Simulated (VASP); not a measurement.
Input of a VASP 6.6.1 run:

The input INCAR:

```
  PREC = Accurate
  ENCUT = 500
  EDIFF = 1E-6
  ISMEAR = 0
  SIGMA = 0.1
  LREAL = False
  LASPH = True
  NELM = 120
  ALGO = Normal
  ISIF = 2
  LWAVE = False
  LCHARG = False
  GGA = RP
  NBANDS = 21
  GGA_COMPAT = False
```

KPOINTS

```
Automatic mesh
0
Gamma
  12 12 12
```

Contents of POSCAR:

```
Ge
1.0
    0.0000000000      2.9073412388      2.9073412388
    2.9073412388      0.0000000000      2.9073412388
    2.9073412388      2.9073412388      0.0000000000
Ge
2
Direct
    0.0000000000      0.0000000000      0.0000000000
    0.2500000000      0.2500000000      0.2500000000
```

Potentials or basis: VASP PAW PBE potentials, release 64 (Ge_d).

Run with:

```sh
$ cat potpaw_PBE.64/Ge_d/POTCAR > POTCAR
$ mpirun -np 1 vasp_std > vasp.out
```

**Question.** Predict the band gap on the k mesh.

**Answer.** Zero (filled and empty bands touch).

**Question.** Estimate the pressure.

**Answer.** -0.1 GPa.

Caveat: semilocal functionals underestimate gaps, and a narrow one can read as zero; the PAW data sets were made with another functional, which shifts forces and pressure a little.

**The experiment to reproduce.**

From “Electronic and optical properties of SixGe1-x-ySny alloys lattice-matched to Ge”, 2021, arxiv:2109.02782, for a bulk crystal of Ge at 293 K: band gap 0.666 eV (indirect).

Against the measured gap of Ge, 0.666 eV (indirect; 293 K; “Electronic and optical properties of SixGe1-x-ySny alloys lattice-matched to Ge”, 2021, arxiv:2109.02782), the calculated 0.00 eV is off by -0.67 eV. 3 values of this kind are on record (0.666 to 0.807 eV); this one was drawn at random among those near their median. Spin-orbit coupling on Ge is left out. The value is that of RPBE on a finite k mesh, which can miss the band edges, without temperature or zero-point motion. Semilocal functionals fall short of measured gaps as a rule.
